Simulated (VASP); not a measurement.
# Rb3HBr4 (Pm-3m) in VASP: further runs, part 2 of 2

VASP 6.6.1. Earlier steps stand in the parts before.

### Step 3. Relaxation of cell and atoms, PBE

This run uses another cell than the first one, of 27.82 Å³/atom.

Contents of INCAR:

```
PREC     = Accurate       # precision mode
ENCUT    = 600            # plane-wave cutoff, eV
EDIFF    = 1E-7           # SCF threshold, eV
ISMEAR   = 0              # smearing method
SIGMA    = 0.1            # smearing width, eV
LREAL    = False          # projectors in reciprocal space
LASPH    = True           # aspherical terms in the spheres
NELM     = 60             # most SCF steps
ALGO     = Normal         # electronic algorithm
ISIF     = 3              # what is computed and relaxed
LWAVE    = False          # write WAVECAR
LCHARG   = False          # write CHGCAR
GGA      = PE             # functional
IBRION   = 2              # ionic algorithm
NSW      = 90             # ionic steps
EDIFFG   = -0.04          # ionic threshold
```

Contents of KPOINTS:

```
regular mesh
0
Gamma
  4 4 4
```

Contents of POSCAR:

```
Rb3HBr4
1.0
    6.0604123000      0.0000000000      0.0000000000
    0.0000000000      6.0604123000      0.0000000000
    0.0000000000      0.0000000000      6.0604123000
Rb H Br
3 1 4
Direct
    0.0000000000      0.5000000000      0.5000000000
    0.5000000000      0.0000000000      0.5000000000
    0.5000000000      0.5000000000      0.0000000000
    0.0000000000      0.0000000000      0.0000000000
    0.5000000000      0.0000000000      0.0000000000
    0.5000000000      0.5000000000      0.5000000000
    0.0000000000      0.0000000000      0.5000000000
    0.0000000000      0.5000000000      0.0000000000
```

Potentials or basis: VASP PAW PBE potentials, release 64 (Rb_sv, H, Br).

On the command line:

```
$ cat potpaw_PBE.64/Rb_sv/POTCAR potpaw_PBE.64/H/POTCAR potpaw_PBE.64/Br/POTCAR > POTCAR
$ mpirun -np 1 vasp_std > vasp.out
```

OUTCAR:

```text
PREC = Accurate
   ENCUT = 600
   EDIFF = 1E-7
   ISMEAR = 0
   LREAL = False
   LASPH = True
   NELM = 60
   ISIF = 3
   GGA = PE
   IBRION = 2
   NSW = 90
   EDIFFG = -0.04

 ion  position               nearest neighbor table
   1  0.000  0.500  0.500-   6 3.03   7 3.03   8 3.03   8 3.03   7 3.03   6 3.03   3 4.29   2 4.29
                             2 4.29   2 4.29   3 4.29   3 4.29   3 4.29   2 4.29
   2  0.500  0.000  0.500-   5 3.03   6 3.03   7 3.03   5 3.03   6 3.03   7 3.03   3 4.29   1 4.29
                             3 4.29   1 4.29   3 4.29   1 4.29   3 4.29   1 4.29
   3  0.500  0.500  0.000-   5 3.03   6 3.03   8 3.03   6 3.03   5 3.03   8 3.03   2 4.29   2 4.29
                             2 4.29   1 4.29   2 4.29   1 4.29   1 4.29   1 4.29
   4  0.000  0.000  0.000-
   5  0.500  0.000  0.000-   2 3.03   3 3.03   2 3.03   3 3.03
   6  0.500  0.500  0.500-   1 3.03   2 3.03   3 3.03   3 3.03   2 3.03   1 3.03
   7  0.000  0.000  0.500-   1 3.03   2 3.03   1 3.03   2 3.03
   8  0.000  0.500  0.000-   1 3.03   3 3.03   1 3.03   3 3.03

  LATTYP: Found a simple cubic cell.
 ALAT       =     6.0604123000

  Lattice vectors:

 A1 = (   6.0604123000,   0.0000000000,   0.0000000000)
 A2 = (   0.0000000000,   6.0604123000,   0.0000000000)
 A3 = (   0.0000000000,   0.0000000000,   6.0604123000)

Analysis of symmetry for initial positions (statically):
=====================================================================
 Subroutine PRICEL returns:
 Original cell was already a primitive cell.

 Routine SETGRP: Setting up the symmetry group for a
 simple cubic supercell.

 Subroutine GETGRP returns: Found 48 space group operations
 (whereof 48 operations were pure point group operations)
 out of a pool of 48 trial point group operations.

The static configuration has the point symmetry O_h .

Analysis of symmetry for dynamics (positions and initial velocities):
=====================================================================
 Subroutine PRICEL returns:
 Original cell was already a primitive cell.

 Routine SETGRP: Setting up the symmetry group for a
[... 113 lines left out ...]
   PSTRESS=    0.0 pullay stress
   NELECT =      56.0000    total number of electrons
   NUPDOWN=      -1.0000    fix difference up-down
   EMIN   =  10.00;   EMAX   =-10.00  energy-range for DOS
   EFERMI =   0.00;   METHOD = LEGACY
   ISMEAR =     0;   SIGMA  =   0.10  broadening in eV -4-tet -1-fermi 0-gaus
   EFERMI_NEDOS =   21; number of points for ismear=-14 and -15
   IALGO  =     38    algorithm
   IMIX   =      4    mixing-type and parameters
     AMIX     =   0.40;   BMIX     =  1.00
     AMIX_MAG =   1.60;   BMIX_MAG =  1.00
  volume/ion in A,a.u.               =      27.82       187.76
  Fermi-wavevector in a.u.,A,eV,Ry     =   1.033480  1.952994 14.532118  1.068081
  Thomas-Fermi vector in A             =   2.167729
   LORBIT       =      0    0 simple, 1 ext, 2 COOP (PROOUT), +10 PAW based schemes
   GGA     = PE    functional components
   LHFCALC =     F    Hartree Fock is set to
   AEXX    =    0.0000 exact exchange contribution
   IVDW    =     0    specifies the selected vdW correction
   LEPSILON=     F    determine dielectric tensor
   LRPA    =     F    only Hartree local field effects (RPA)
 conjugate gradient relaxation of ions
 non-spin polarized calculation
 Gauss-broadening in eV      SIGMA  =   0.10
  energy-cutoff  :      600.00
  volume of cell :      222.59
 maximum number of plane-waves:      7464
   NGX = 25   NGY = 25   NGZ = 25

--------------------------------------- Ionic step        1  -------------------------------------------

 number of electron      55.9999996 magnetization

 Free energy of the ion-electron system (eV)
  ---------------------------------------------------
  ext. energy  EPLUGINS =         0.00000000
  ---------------------------------------------------
  free energy    TOTEN  =       -17.86546395 eV

  energy without entropy =      -17.85897489  energy(sigma->0) =      -17.86221942

------------------------ aborting loop because EDIFF is reached ----------------------------------------

  FORCE on cell =-STRESS in cart. coord.  units (eV):
  Direction    XX          YY          ZZ          XY          YZ          ZX
  --------------------------------------------------------------------------------------
  -------------------------------------------------------------------------------------
  Total       14.2439797     14.2439797     14.2439797     -0.0000000      0.0000000     -0.0000000
  in kB      102.5263311    102.5263311    102.5263311     -0.0000000      0.0000000     -0.0000000
  external PRESSURE =     102.5263311 kB  Pullay stress =       0.0000000 kB
[... 155 lines left out ...]
--------------------------------------- Ionic step        5  -------------------------------------------

 number of electron      55.9999975 magnetization

 Free energy of the ion-electron system (eV)
  ---------------------------------------------------
  ext. energy  EPLUGINS =         0.00000000
  ---------------------------------------------------
  free energy    TOTEN  =       -19.99974983 eV

  energy without entropy =      -19.99338828  energy(sigma->0) =      -19.99656905

 E-fermi :  -2.2978     XC(G=0):  -6.8757

 val. band max:       -2.3872901724   @ k =   0.0000   0.0000   0.0000
 cond. band min:      -2.1597821285   @ k =   0.2500   0.0000   0.0000
 fundamental gap:      0.2275080439
 Fermi energy:        -2.2977689307

 k-point     1 :       0.0000    0.0000    0.0000
  band No.  band energies     occupation
      1     -26.6922      2.00000
      2     -26.6828      2.00000
      3     -26.6828      2.00000
      4     -14.7165      2.00000
      5     -14.6674      2.00000
      6     -14.6674      2.00000
[... 384 lines left out ...]
  FREE ENERGIE OF THE ION-ELECTRON SYSTEM (eV)
  ---------------------------------------------------
  free  energy   TOTEN  =       -19.9997498272 eV

  energy  without entropy=      -19.9933882816  energy(sigma->0) =      -19.99656905

 reached required accuracy - stopping structural energy minimisation
```

CONTCAR:

```text
Rb3HBr4
   1.00000000000000
     6.8394247143662996   -0.0000000000000000   -0.0000000000000000
    -0.0000000000000000    6.8394247143662996   -0.0000000000000000
     0.0000000000000000    0.0000000000000000    6.8394247143662996
  Rb              H               Br
     3     1     4
Direct
     0.0000000000000000    0.5000000000000000    0.5000000000000000
     0.5000000000000000    0.0000000000000000    0.5000000000000000
     0.5000000000000000    0.5000000000000000    0.0000000000000000
     0.0000000000000000    0.0000000000000000    0.0000000000000000
     0.5000000000000000    0.0000000000000000    0.0000000000000000
     0.5000000000000000    0.5000000000000000    0.5000000000000000
     0.0000000000000000    0.0000000000000000    0.5000000000000000
     0.0000000000000000    0.5000000000000000    0.0000000000000000

  0.00000000E+00  0.00000000E+00  0.00000000E+00
  0.00000000E+00  0.00000000E+00  0.00000000E+00
  0.00000000E+00  0.00000000E+00  0.00000000E+00
  0.00000000E+00  0.00000000E+00  0.00000000E+00
  0.00000000E+00  0.00000000E+00  0.00000000E+00
  0.00000000E+00  0.00000000E+00  0.00000000E+00
  0.00000000E+00  0.00000000E+00  0.00000000E+00
  0.00000000E+00  0.00000000E+00  0.00000000E+00
```

Run time: 3.9 min. Hardware: 1 thread of Intel Xeon 6975P-C (Granite Rapids), shared host; peak memory 0.37 GiB.

What came out:

```yaml
Free_energy: -19.9997 eV
Relaxed_volume: 39.99 Å³/atom
Relaxed_cell: a = 6.839 Å, b = 6.839 Å, c = 6.839 Å, α = 90.00°, β = 90.00°, γ = 90.00°
Space_group_after_relaxing_to_0.1_Å: Pm-3m (No. 221)
Energy_gained_by_relaxing: 266.8 meV/atom
Ionic_steps: 5
Pressure_after_relaxing: -0.1 GPa
Band_gap_on_the_k_mesh: zero (filled and empty bands touch)
```

Step by step:
| step | energy change (eV) | largest force (eV/Å) | pressure (GPa) | volume (Å³) |
| --- | --- | --- | --- | --- |
| 1 | 0.0000 | 0.0000 | 10.25 | 222.59 |
| 2 | -1.9797 | 0.0000 | 1.68 | 285.02 |
| 3 | -2.1079 | 0.0000 | 0.62 | 303.39 |
| 4 | -2.0760 | 0.0000 | -0.71 | 342.48 |
| 5 | -2.1343 | 0.0000 | -0.07 | 319.93 |

Final structure:
```
CELL_PARAMETERS angstrom
6.83942 0.00000 0.00000
0.00000 6.83942 0.00000
0.00000 0.00000 6.83942
ATOMIC_POSITIONS crystal
Rb 0.00000 0.50000 0.50000
Rb 0.50000 0.00000 0.50000
Rb 0.50000 0.50000 0.00000
H 0.00000 0.00000 0.00000
Br 0.50000 0.00000 0.00000
Br 0.50000 0.50000 0.50000
Br 0.00000 0.00000 0.50000
Br 0.00000 0.50000 0.00000
```

Caveat: the volume moved by over 15 % at a fixed basis, so the end points are rough; semilocal functionals underestimate gaps, and a narrow one can read as zero.

The gap in the log of VASP goes by the Fermi energy; the results here count the filled bands.